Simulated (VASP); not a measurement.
Wanted: the native input for a VASP 6.6.1 run.

- Task: single point
- Functional: PBEsol
- Potentials or basis: VASP PAW PBE potentials, release 64 (Si, W_sv)
- Cutoff: 500 eV
- k mesh: 7 × 7 × 7
- Occupations: fermi-dirac, width 0.1 eV
- Spin: no spin polarisation
- Dipole correction: no
- Further INCAR settings: ALGO = Normal; EDIFF = 1e-06; NBANDS = 31

The structure of SiW3 lies in POSCAR:

```
SiW3
1.0
   -2.6061750000      2.6061750000      2.6061750000
    2.6061750000     -2.6061750000      2.6061750000
    2.6061750000      2.6061750000     -2.6061750000
Si W
1 3
Direct
    0.0000000000      0.0000000000      0.0000000000
    0.5000000000      0.5000000000      0.0000000000
    0.5000000000      0.0000000000      0.5000000000
    0.0000000000      0.5000000000      0.5000000000
```

These files were run (other wordings do the same):

INCAR

```
SYSTEM = SiW3
PREC = Accurate
ENCUT = 500
EDIFF = 1E-6
ISMEAR = -1
SIGMA = 0.1
LREAL = .FALSE.
LASPH = .TRUE.
NELM = 120
ALGO = Normal
ISIF = 2
LWAVE = .FALSE.
LCHARG = .FALSE.
GGA = PS
NBANDS = 31
GGA_COMPAT = .FALSE.
```

KPOINTS

```
regular mesh
0
G
  7 7 7
  0 0 0
```

Potentials or basis: VASP PAW PBE potentials, release 64 (Si, W_sv).

Run with:

```bash
$ cat potpaw_PBE.64/Si/POTCAR potpaw_PBE.64/W_sv/POTCAR > POTCAR
$ mpirun -np 1 vasp_std > vasp.out
```

It gave:

The pressure is -6.1 GPa and the band gap on the k mesh is zero (bands 23 and 24 overlap by 1.24 eV).

Caveat: the cell stands under tension; the PAW data sets were made with another functional, which shifts forces and pressure a little; spin-orbit coupling is left out, which moves the levels of the heavy elements.

It took 33 s on 1 thread of Intel(R) Xeon(R) Platinum 8488C (Sapphire Rapids), on a shared host, peak memory 0.21 GiB.
